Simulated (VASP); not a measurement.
A run of VASP 6.6.1:

File INCAR:

```
SYSTEM = CdSe
PREC = Accurate ; ENCUT = 520
EDIFF = 1E-7 ; ISMEAR = 0
SIGMA = 0.1 ; LREAL = .False.
LASPH = .True. ; NELM = 80
ALGO = Normal ; ISIF = 2
LWAVE = .False. ; LCHARG = .False.
GGA = PE ; NBANDS = 16
```

KPOINTS

```
regular mesh
0
Gamma
  8 8 8
  0 0 0
```

POSCAR

```
CdSe
1.0
    0.0000000000      3.0702711986      3.0702711986
    3.0702711986      0.0000000000      3.0702711986
    3.0702711986      3.0702711986      0.0000000000
Cd Se
1 1
Direct
    0.0000000000      0.0000000000      0.0000000000
    0.2500000000      0.2500000000      0.2500000000
```

Potentials or basis: VASP PAW PBE potentials, release 64 (Cd, Se).

Run with:

```sh
$ cat potpaw_PBE.64/Cd/POTCAR potpaw_PBE.64/Se/POTCAR > POTCAR
$ mpirun -np 1 vasp_std > vasp.out
```

Hardware: 1 thread of Intel Xeon 8259CL, on a shared host.

Q: How long does it take, and how much memory?

A: Run time: 23 s on 1 thread of Intel Xeon 8259CL, on a shared host, peak memory 0.19 GiB. Counts: scf iterations 14, k points 29.
